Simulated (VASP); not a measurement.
Set up this calculation in VASP 6.6.1, as the native input.

```
Task                   : single point
Functional             : PBE
Potentials or basis    : VASP PAW PBE potentials, release 64 (C)
Cutoff                 : 600 eV
k mesh                 : 1 × 1 × 1, shifted
Occupations            : gaussian, width 0.01 eV
Spin                   : no spin polarisation
Dipole correction      : no
Further INCAR settings : ALGO = Normal; EDIFF = 1e-06; NBANDS = 11
```

The structure of C lies in POSCAR:

```
C
1.0
    0.0000000000      1.8184794700      1.8184794700
    1.8184794700      0.0000000000      1.8184794700
    1.8184794700      1.8184794700      0.0000000000
C
2
Direct
    0.0000000000      0.0000000000      0.0000000000
    0.2750000000      0.2500000000      0.2350000000
```

One way to write it, as run:

INCAR

```
SYSTEM = C
PREC = Accurate
ENCUT = 600
EDIFF = 1E-6
ISMEAR = 0
SIGMA = 0.01
LREAL = .False.
LASPH = .True.
NELM = 120
ALGO = Normal
ISIF = 2
LWAVE = .False.
LCHARG = .False.
GGA = PE
NBANDS = 11
GGA_COMPAT = .False.
```

KPOINTS

```
Automatic mesh
0
Gamma
  1 1 1
  0.5 0.5 0.5
```

Potentials or basis: VASP PAW PBE potentials, release 64 (C).

Command:

```sh
$ cat potpaw_PBE.64/C/POTCAR > POTCAR
$ mpirun -np 1 vasp_std > vasp.out
```

Results of the run:

- Pressure: -4.8 GPa
- Largest force: 2.939 eV/Å
- Band gap on the k mesh: 9.30 eV, indirect (least direct gap 9.36 eV)

Caveat: the k points lie up to 2.99 Å⁻¹ apart; forces of over 1 eV/Å act on the atoms, so gaps and moduli don't describe the material at rest.

It took 1.5 s on 1 thread of Intel(R) Xeon(R) Platinum 8488C (Sapphire Rapids) (shared host), peak memory 0.12 GiB.
